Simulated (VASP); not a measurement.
# Fe3Ge (Pm-3m) in VASP: further runs

The runs below take Fe3Ge through single point, with PBEsol.

All numbers are computed with VASP 6.6.1; they aren't measurements. Logs are shortened: lines on timing, memory, paths and dates and some standing lists are left out, and cuts for length are marked.

## (1) The cell of the first run

It takes space group Pm-3m (No. 221, cubic). Conventional cell: a = 3.281 Å, b = 3.281 Å, c = 3.281 Å, α = 90.00°, β = 90.00°, γ = 90.00°. Fe (site symmetry 4/mmm) has 8 Fe at 2.32 Å and 4 Ge at 2.32 Å within 3.1 Å. Ge (site symmetry m-3m) has 12 Fe at 2.32 Å within 3.1 Å.

## (2) Single point, PBEsol, collinear spin, ferromagnetic start (volume scaled by 0.72)

File INCAR:

```
ALGO = Normal
EDIFF = 1E-6
ENCUT = 520
GGA = PS
ISIF = 2
ISMEAR = -1
ISPIN = 2
LASPH = T
LCHARG = T
LELF = T
LMAXMIX = 4
LORBIT = 11
LREAL = F
LVHAR = T
LWAVE = F
MAGMOM = 3 3 3 0
NBANDS = 31
NELM = 150
PREC = Accurate
SIGMA = 0.03
```

File KPOINTS:

```
k-points
0
Gamma
  9 9 9
```

File POSCAR:

```
Fe3Ge
1.0
    3.2808368810      0.0000000000      0.0000000000
    0.0000000000      3.2808368810      0.0000000000
    0.0000000000      0.0000000000      3.2808368810
Fe Ge
3 1
Direct
    0.0000000000      0.5000000000      0.5000000000
    0.5000000000      0.5000000000      0.0000000000
    0.5000000000      0.0000000000      0.5000000000
    0.0000000000      0.0000000000      0.0000000000
```

Potentials or basis: VASP PAW PBE potentials, release 64 (Fe, Ge_d).

Started as:

```
> cat potpaw_PBE.64/Fe/POTCAR potpaw_PBE.64/Ge_d/POTCAR > POTCAR
> mpirun -np 1 vasp_std > vasp.out
```

OUTCAR:

```text
EDIFF = 1E-6
   ENCUT = 520
   GGA = PS
   ISIF = 2
   ISMEAR = -1
   ISPIN = 2
   LASPH = T
   LORBIT = 11
   LREAL = F
   NELM = 150
   PREC = Accurate

 ion  position               nearest neighbor table
   1  0.000  0.500  0.500-   2 2.32   3 2.32   4 2.32   2 2.32   4 2.32   3 2.32   4 2.32   4 2.32
                             2 2.32   3 2.32   2 2.32   3 2.32
   2  0.500  0.500  0.000-   1 2.32   3 2.32   4 2.32   1 2.32   3 2.32   3 2.32   4 2.32   3 2.32
                             1 2.32   4 2.32   1 2.32   4 2.32
   3  0.500  0.000  0.500-   1 2.32   2 2.32   4 2.32   2 2.32   4 2.32   1 2.32   2 2.32   2 2.32
                             1 2.32   4 2.32   4 2.32   1 2.32
   4  0.000  0.000  0.000-   1 2.32   2 2.32   3 2.32   1 2.32   3 2.32   1 2.32   2 2.32   1 2.32
                             2 2.32   3 2.32   3 2.32   2 2.32

  LATTYP: Found a simple cubic cell.
 ALAT       =     3.2808368810

  Lattice vectors:

 A1 = (   3.2808368810,   0.0000000000,   0.0000000000)
 A2 = (   0.0000000000,   3.2808368810,   0.0000000000)
 A3 = (   0.0000000000,   0.0000000000,   3.2808368810)

Analysis of symmetry for initial positions (statically):
=====================================================================
 Subroutine PRICEL returns:
 Original cell was already a primitive cell.

 Routine SETGRP: Setting up the symmetry group for a
 simple cubic supercell.

 Subroutine GETGRP returns: Found 48 space group operations
 (whereof 48 operations were pure point group operations)
 out of a pool of 48 trial point group operations.

The static configuration has the point symmetry O_h .

Analysis of symmetry for dynamics (positions and initial velocities):
=====================================================================
 Subroutine PRICEL returns:
 Original cell was already a primitive cell.

 Routine SETGRP: Setting up the symmetry group for a
 simple cubic supercell.

 Subroutine GETGRP returns: Found 48 space group operations
 (whereof 48 operations were pure point group operations)
 out of a pool of 48 trial point group operations.

The dynamic configuration has the point symmetry O_h .

Analysis of structural, dynamic, and magnetic symmetry:
=====================================================================
 Subroutine PRICEL returns:
 Original cell was already a primitive cell.

 Routine SETGRP: Setting up the symmetry group for a
 simple cubic supercell.

 Subroutine GETGRP returns: Found 48 space group operations
 (whereof 48 operations were pure point group operations)
 out of a pool of 48 trial point group operations.

The overall configuration has the point symmetry O_h .

 Subroutine INISYM returns: Found 48 space group operations
 (whereof 48 operations are pure point group operations),
 and found     1 'primitive' translations

----------------------------------------------------------------------------------------

                                     Primitive cell

  volume of cell :      35.3146

  direct lattice vectors                    reciprocal lattice vectors
     3.280836881  0.000000000  0.000000000     0.304800280  0.000000000  0.000000000
     0.000000000  3.280836881  0.000000000     0.000000000  0.304800280  0.000000000
     0.000000000  0.000000000  3.280836881     0.000000000  0.000000000  0.304800280

  length of vectors
     3.280836881  3.280836881  3.280836881     0.304800280  0.304800280  0.304800280

  position of ions in fractional coordinates (direct lattice)
     0.000000000  0.500000000  0.500000000
     0.500000000  0.500000000  0.000000000
     0.500000000  0.000000000  0.500000000
     0.000000000  0.000000000  0.000000000

  ion indices of the primitive-cell ions
   primitive index   ion index
                 1           1
                 2           2
                 3           3
                 4           4

----------------------------------------------------------------------------------------

 KPOINTS: k-points

Automatic generation of k-mesh.
 Grid dimensions read from file:
 generate k-points for:    9    9    9

 Generating k-lattice:

  Cartesian coordinates                     Fractional coordinates (reciprocal lattice)
     0.033866698  0.000000000  0.000000000     0.111111111  0.000000000  0.000000000
     0.000000000  0.033866698  0.000000000     0.000000000  0.111111111  0.000000000
     0.000000000  0.000000000  0.033866698     0.000000000  0.000000000  0.111111111

  Length of vectors
     0.033866698  0.033866698  0.033866698

  Shift w.r.t. Gamma in fractional coordinates (k-lattice)
     0.000000000  0.000000000  0.000000000

 Subroutine IBZKPT returns following result:
 ===========================================

 Found     35 irreducible k-points:

 Following reciprocal coordinates:
            Coordinates               Weight
  0.000000  0.000000  0.000000      1.000000
  0.111111  0.000000  0.000000      6.000000
  0.222222  0.000000  0.000000      6.000000
[... 75 lines left out ...]
 cond. band min:      10.8929040495   @ k =   0.2222   0.2222   0.1111
 fundamental gap:      0.0009740907
 Fermi energy:        10.8921580675

 spin component 1

 k-point     1 :       0.0000    0.0000    0.0000
  band No.  band energies     occupation
      1     -13.8589      1.00000
      2     -13.8589      1.00000
      3     -13.8302      1.00000
      4     -13.8302      1.00000
      5     -13.8302      1.00000
      6      -3.5446      1.00000
[... 23 lines left out ...]
     30      23.5415      0.00000
     31      27.1989      0.00000

 k-point     2 :       0.1111    0.0000    0.0000
  band No.  band energies     occupation
      1     -13.8564      1.00000
      2     -13.8507      1.00000
      3     -13.8296      1.00000
      4     -13.8281      1.00000
      5     -13.8281      1.00000
      6      -3.3697      1.00000
[... 23 lines left out ...]
     30      23.3139      0.00000
     31      26.6633      0.00000

 k-point     3 :       0.2222    0.0000    0.0000
  band No.  band energies     occupation
      1     -13.8501      1.00000
      2     -13.8301      1.00000
      3     -13.8282      1.00000
      4     -13.8226      1.00000
      5     -13.8226      1.00000
      6      -2.8621      1.00000
[... 703 lines left out ...]
     30      25.6109      0.00000
     31      26.1416      0.00000

 k-point    24 :       0.4444    0.3333    0.1111
  band No.  band energies     occupation
      1     -13.8381      1.00000
      2     -13.8188      1.00000
      3     -13.8165      1.00000
      4     -13.8086      1.00000
      5     -13.7641      1.00000
      6      -0.3113      1.00000
[... 23 lines left out ...]
     30      25.7393      0.00000
     31      26.1816      0.00000

 [... further k-points ...]

 spin component 2

 k-point     1 :       0.0000    0.0000    0.0000
  band No.  band energies     occupation
      1     -13.8581      1.00000
      2     -13.8581      1.00000
      3     -13.8251      1.00000
      4     -13.8251      1.00000
      5     -13.8251      1.00000
      6      -3.3663      1.00000
[... 23 lines left out ...]
     30      23.7605      0.00000
     31      27.6131      0.00000

 k-point     2 :       0.1111    0.0000    0.0000
  band No.  band energies     occupation
      1     -13.8557      1.00000
      2     -13.8501      1.00000
      3     -13.8246      1.00000
      4     -13.8231      1.00000
      5     -13.8231      1.00000
      6      -3.1923      1.00000
[... 23 lines left out ...]
     30      23.6094      0.00000
     31      27.0839      0.00000

 k-point     3 :       0.2222    0.0000    0.0000
  band No.  band energies     occupation
      1     -13.8497      1.00000
      2     -13.8298      1.00000
      3     -13.8232      1.00000
      4     -13.8180      1.00000
      5     -13.8180      1.00000
      6      -2.6874      1.00000
[... 703 lines left out ...]
     30      25.8456      0.00000
     31      26.6000      0.00000

 k-point    24 :       0.4444    0.3333    0.1111
  band No.  band energies     occupation
      1     -13.8335      1.00000
      2     -13.8147      1.00000
      3     -13.8126      1.00000
      4     -13.8084      1.00000
      5     -13.7648      1.00000
      6      -0.1323      1.00000
[... 23 lines left out ...]
     30      26.2443      0.00000
     31      26.4645      0.00000

 [... further k-points ...]
[... 5 lines left out ...]
  --------------------------------------------------------------------------------------
  -------------------------------------------------------------------------------------
  Total       20.5927934     20.5927934     20.5927934     -0.0000000     -0.0000000      0.0000000
  in kB      934.2689798    934.2689798    934.2689798     -0.0000000     -0.0000000      0.0000000
  external PRESSURE =     934.2689798 kB  Pullay stress =       0.0000000 kB

 VOLUME and BASIS-vectors are now :
 -----------------------------------------------------------------------------
  energy-cutoff  :      520.00
  volume of cell :       35.31
      direct lattice vectors                 reciprocal lattice vectors
     3.280836881  0.000000000  0.000000000     0.304800280  0.000000000  0.000000000
     0.000000000  3.280836881  0.000000000     0.000000000  0.304800280  0.000000000
     0.000000000  0.000000000  3.280836881     0.000000000  0.000000000  0.304800280

 POSITION                                       TOTAL-FORCE (eV/Angst)
 -----------------------------------------------------------------------------------
      0.00000      1.64042      1.64042         0.000000      0.000000      0.000000
      1.64042      1.64042      0.00000         0.000000      0.000000      0.000000
      1.64042      0.00000      1.64042         0.000000      0.000000      0.000000
      0.00000      0.00000      0.00000         0.000000      0.000000      0.000000
 -----------------------------------------------------------------------------------
    total drift:                                0.000000     -0.000000     -0.000000

  FREE ENERGIE OF THE ION-ELECTRON SYSTEM (eV)
  ---------------------------------------------------
  free  energy   TOTEN  =       -29.7876992123 eV

  energy  without entropy=      -29.7700394360  energy(sigma->0) =      -29.77886932

 total charge

# of ion       s       p       d       tot
------------------------------------------
    1        0.587   0.846   6.682   8.115
    2        0.587   0.846   6.682   8.115
    3        0.587   0.846   6.682   8.115
    4        1.121   1.677  10.300  13.099
--------------------------------------------------
tot          2.884   4.216  30.345  37.444

 magnetization (x)

# of ion       s       p       d       tot
------------------------------------------
    1        0.011   0.034   1.194   1.239
    2        0.011   0.034   1.194   1.239
    3        0.011   0.034   1.194   1.239
    4        0.003  -0.067   0.041  -0.023
--------------------------------------------------
tot          0.035   0.036   3.623   3.694
```

Run time: 37 s. Hardware: 1 thread of AMD EPYC 9R45 (Zen 5), shared host; peak memory 0.16 GiB.

What came out:

- Free energy: -29.7877 eV
- Pressure: 93.4 GPa
- Net moment: 3.76 μB per cell
- Site moments: Fe +1.24; Ge -0.02 μB
- Valence electrons inside the program's atomic spheres: Fe 8.12; Ge 13.10

Levels at points of the mesh, in eV from the Fermi level:
Spin up:
| k point | band 17 | band 18 | band 19 | band 20 | band 21 | band 22 | band 23 | band 24 | band 25 | band 26 |
| --- | --- | --- | --- | --- | --- | --- | --- | --- | --- | --- |
| (0.00, 0.00, 0.00) | -0.99 | -0.99 | -0.42 | -0.42 | 0.63 | 1.12 | 1.12 | 1.12 | 7.14 | 9.78 |
Spin down:
| k point | band 15 | band 16 | band 17 | band 18 | band 19 | band 20 |
| --- | --- | --- | --- | --- | --- | --- |
| (0.00, 0.00, 0.00) | -0.81 | -0.31 | -0.31 | -0.31 | 1.30 | 1.30 |

Caveat: the PAW data sets were made with another functional, which shifts forces and pressure a little.

## (3) Single point, PBEsol, collinear spin, ferromagnetic start (volume scaled by 0.8)

File INCAR:

```
PREC     = Accurate       # precision mode
ENCUT    = 520            # plane-wave cutoff, eV
EDIFF    = 1E-6           # SCF threshold, eV
ISMEAR   = -1             # smearing method
SIGMA    = 0.03           # smearing width, eV
LREAL    = F              # projectors in reciprocal space
LASPH    = T              # aspherical terms in the spheres
NELM     = 150            # most SCF steps
ALGO     = Normal         # electronic algorithm
ISIF     = 2              # what is computed and relaxed
LWAVE    = F              # write WAVECAR
LCHARG   = F              # write CHGCAR
ISPIN    = 2              # spin polarisation
MAGMOM   = 3 3 3 0        # initial moments
LORBIT   = 11             # projections on sites
LMAXMIX  = 4              # l up to which the mixer works
GGA      = PS             # functional
NBANDS   = 31             # bands
```

File KPOINTS:

```
Automatic mesh
0
Gamma
  9 9 9
```

File POSCAR:

```
Fe3Ge
1.0
    3.3981076678      0.0000000000      0.0000000000
    0.0000000000      3.3981076678      0.0000000000
    0.0000000000      0.0000000000      3.3981076678
Fe Ge
3 1
Direct
    0.0000000000      0.5000000000      0.5000000000
    0.5000000000      0.5000000000      0.0000000000
    0.5000000000      0.0000000000      0.5000000000
    0.0000000000      0.0000000000      0.0000000000
```

Potentials or basis: VASP PAW PBE potentials, release 64 (Fe, Ge_d).

Started as:

```
> cat potpaw_PBE.64/Fe/POTCAR potpaw_PBE.64/Ge_d/POTCAR > POTCAR
> mpirun -np 1 vasp_std > vasp.out
```

Wall time 40 s (1 thread of Intel Xeon 6975P-C (Granite Rapids), shared host); peak memory 0.21 GiB.

It converged, with:

```
Free energy                                           : -31.4058 eV
Pressure                                              : 42.8 GPa
Net moment                                            : 4.66 μB per cell
Site moments                                          : Fe +1.54; Ge -0.05 μB
Valence electrons inside the program's atomic spheres : Fe 7.76; Ge 12.85
```

Levels at points of the mesh, in eV from the Fermi level:
Spin up:
```csv
k point,band 19,band 20,band 21,band 22,band 23,band 24
"(0.00, 0.00, 0.00)",-0.83,-0.83,0.13,0.56,0.56,0.56
```
Spin down:
| k point | band 14 | band 15 | band 16 | band 17 | band 18 | band 19 |
| --- | --- | --- | --- | --- | --- | --- |
| (0.00, 0.00, 0.00) | -0.96 | -0.96 | -0.17 | -0.17 | -0.17 | 1.24 |

Caveat: the PAW data sets were made with another functional, which shifts forces and pressure a little.

## (4) Single point, PBEsol, collinear spin, ferromagnetic start (volume scaled by 0.85)

File INCAR:

```
SYSTEM = Fe3Ge
PREC = Accurate
ENCUT = 520
EDIFF = 1E-7
ISMEAR = -1
SIGMA = 0.03
LREAL = .FALSE.
LASPH = .TRUE.
NELM = 150
ALGO = Normal
ISIF = 2
LWAVE = .FALSE.
LCHARG = .FALSE.
ISPIN = 2
MAGMOM = 3 3 3 0
LORBIT = 11
LMAXMIX = 4
GGA = PS
NBANDS = 31
```

File KPOINTS:

```
regular mesh
0
G
  9 9 9
  0 0 0
```

File POSCAR:

```
Fe3Ge
1.0
    3.4674758748      0.0000000000      0.0000000000
    0.0000000000      3.4674758748      0.0000000000
    0.0000000000      0.0000000000      3.4674758748
Fe Ge
3 1
Direct
    0.0000000000      0.5000000000      0.5000000000
    0.5000000000      0.5000000000      0.0000000000
    0.5000000000      0.0000000000      0.5000000000
    0.0000000000      0.0000000000      0.0000000000
```

Started as:

```
> cat potpaw_PBE.64/Fe/POTCAR potpaw_PBE.64/Ge_d/POTCAR > POTCAR
> mpirun -np 1 vasp_std > vasp.out
```

Wall time 44 s (1 thread of Intel Xeon 6975P-C (Granite Rapids), shared host); peak memory 0.21 GiB.

Results (log left out):

- Free energy: -31.9221 eV
- Pressure: 24.6 GPa
- Net moment: 5.66 μB per cell
- Site moments: Fe +1.89; Ge -0.10 μB
- Valence electrons inside the program's atomic spheres: Fe 7.59; Ge 12.73

Levels at points of the mesh, in eV from the Fermi level:
Spin up:
| k point | band 20 | band 21 | band 22 | band 23 | band 24 | band 25 |
| --- | --- | --- | --- | --- | --- | --- |
| (0.00, 0.00, 0.00) | -1.08 | -0.22 | 0.21 | 0.21 | 0.21 | 4.77 |
Spin down:
| k point | band 14 | band 15 | band 16 | band 17 | band 18 | band 19 |
| --- | --- | --- | --- | --- | --- | --- |
| (0.00, 0.00, 0.00) | -1.06 | -1.06 | 0.00 | 0.00 | 0.00 | 1.35 |

Caveat: the PAW data sets were made with another functional, which shifts forces and pressure a little.

## (5) Single point, PBEsol, collinear spin, ferromagnetic start (volume scaled by 0.9)

File INCAR:

```
PREC     = Accurate       # precision mode
ENCUT    = 520            # plane-wave cutoff, eV
EDIFF    = 1E-6           # SCF threshold, eV
ISMEAR   = -1             # smearing method
SIGMA    = 0.03           # smearing width, eV
LREAL    = F              # projectors in reciprocal space
LASPH    = T              # aspherical terms in the spheres
NELM     = 150            # most SCF steps
ALGO     = Normal         # electronic algorithm
ISIF     = 2              # what is computed and relaxed
LWAVE    = F              # write WAVECAR
LCHARG   = F              # write CHGCAR
ISPIN    = 2              # spin polarisation
MAGMOM   = 3 3 3 0        # initial moments
LORBIT   = 11             # projections on sites
LMAXMIX  = 4              # l up to which the mixer works
GGA      = PS             # functional
NBANDS   = 31             # bands
```

File KPOINTS:

```
Automatic mesh
0
Gamma
  9 9 9
```

File POSCAR:

```
Fe3Ge
1.0
    3.5341743944      0.0000000000      0.0000000000
    0.0000000000      3.5341743944      0.0000000000
    0.0000000000      0.0000000000      3.5341743944
Fe Ge
3 1
Direct
    0.0000000000      0.5000000000      0.5000000000
    0.5000000000      0.5000000000      0.0000000000
    0.5000000000      0.0000000000      0.5000000000
    0.0000000000      0.0000000000      0.0000000000
```

Started as:

```
> cat potpaw_PBE.64/Fe/POTCAR potpaw_PBE.64/Ge_d/POTCAR > POTCAR
> mpirun -np 1 vasp_std > vasp.out
```

Wall time 38 s (1 thread of Intel Xeon 6975P-C (Granite Rapids), shared host); peak memory 0.21 GiB.

The run converged. Its results:

* Free energy: -32.1833 eV
* Pressure: 9.8 GPa
* Net moment: 6.13 μB per cell
* Site moments: Fe +2.06; Ge -0.12 μB
* Valence electrons inside the program's atomic spheres: Fe 7.44; Ge 12.62

Levels at points of the mesh, in eV from the Fermi level:
Spin up:
| k point | band 20 | band 21 | band 22 | band 23 | band 24 | band 25 |
| --- | --- | --- | --- | --- | --- | --- |
| (0.00, 0.00, 0.00) | -1.21 | -0.42 | -0.02 | -0.02 | -0.02 | 4.10 |
Spin down:
```tsv
k point	band 12	band 13	band 14	band 15	band 16	band 17	band 18	band 19	band 20	band 21
(0.00, 0.00, 0.00)	-2.81	-1.10	-1.10	-1.10	0.11	0.11	0.11	1.37	1.37	1.61
```

Caveat: the PAW data sets were made with another functional, which shifts forces and pressure a little.

## (6) Overview

```csv
cell,gap on the mesh (eV),pressure (GPa),moment (μB)
"a = 3.281 Å, 4 atoms",none,93.4,3.76
"a = 3.398 Å, 4 atoms",none,42.8,4.66
"a = 3.467 Å, 4 atoms",none,24.6,5.66
"a = 3.534 Å, 4 atoms",none,9.8,6.13
```

Alike in all rows: task single point; level PBEsol; potentials or basis VASP PAW PBE potentials, release 64 (Fe, Ge_d); spin collinear, ferromagnetic start; k mesh 9 × 9 × 9; cutoff (eV) 520; smearing fermi-dirac 0.03 eV.

Caveats: the PAW data sets were made with another functional, which shifts forces and pressure a little.

Total energies depend on the potentials used, so only differences within one code and one set of settings carry meaning.
